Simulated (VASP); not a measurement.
A run of VASP 6.6.1 is set up as follows.

Contents of INCAR:

```
SYSTEM = EuAl4Si2Rh
ALGO = Normal
EDIFF = 1E-6
ENCUT = 520
GGA = PE
ISIF = 2
ISMEAR = 0
ISPIN = 2
LASPH = .TRUE.
LCHARG = .FALSE.
LMAXMIX = 6
LORBIT = 11
LREAL = .FALSE.
LWAVE = .FALSE.
MAGMOM = 7 0 0 0 0 0 0 0
NBANDS = 40
NELM = 150
PREC = Accurate
SIGMA = 0.1
```

The input KPOINTS:

```
k-points
0
G
  4 4 2
  0 0 0
```

The input POSCAR:

```
EuAl4Si2Rh
1.0
    4.1898741300      0.0000000000      0.0000000000
    0.0000000000      4.1898741300      0.0000000000
    0.0000000000      0.0000000000      8.3165389400
Eu Al Si Rh
1 4 2 1
Direct
    0.0000000000      0.0000000000      0.5000000000
    0.0000000000      0.5000000000      0.1680000000
    0.5000000000      0.0000000000      0.1680000000
    0.0000000000      0.5000000000      0.8320000000
    0.5000000000      0.0000000000      0.8320000000
    0.5000000000      0.5000000000      0.3574000000
    0.5000000000      0.5000000000      0.6426000000
    0.0000000000      0.0000000000      0.0000000000
```

Potentials or basis: VASP PAW PBE potentials, release 64 (Eu, Al, Si, Rh_pv).

The run is started by

```bash
$ cat potpaw_PBE.64/Eu/POTCAR potpaw_PBE.64/Al/POTCAR potpaw_PBE.64/Si/POTCAR potpaw_PBE.64/Rh_pv/POTCAR > POTCAR
$ mpirun -np 1 vasp_std > vasp.out
```

Task: Predict the site moments.

Result: Eu +6.51; Al +0.00; Si -0.01; Rh -0.01 μB.

Task: Estimate the largest force.

Result: 0.085 eV/Å.

Task: Estimate the net moment.

Result: 6.94 μB per cell.

Stress tensor (GPa, compression positive):
```
-0.39  0.00  0.00
 0.00 -0.39  0.00
 0.00  0.00 -1.22
```

Caveat: the k points lie up to 0.38 Å⁻¹ apart. The state reached can hang on the start; a lower one may exist.
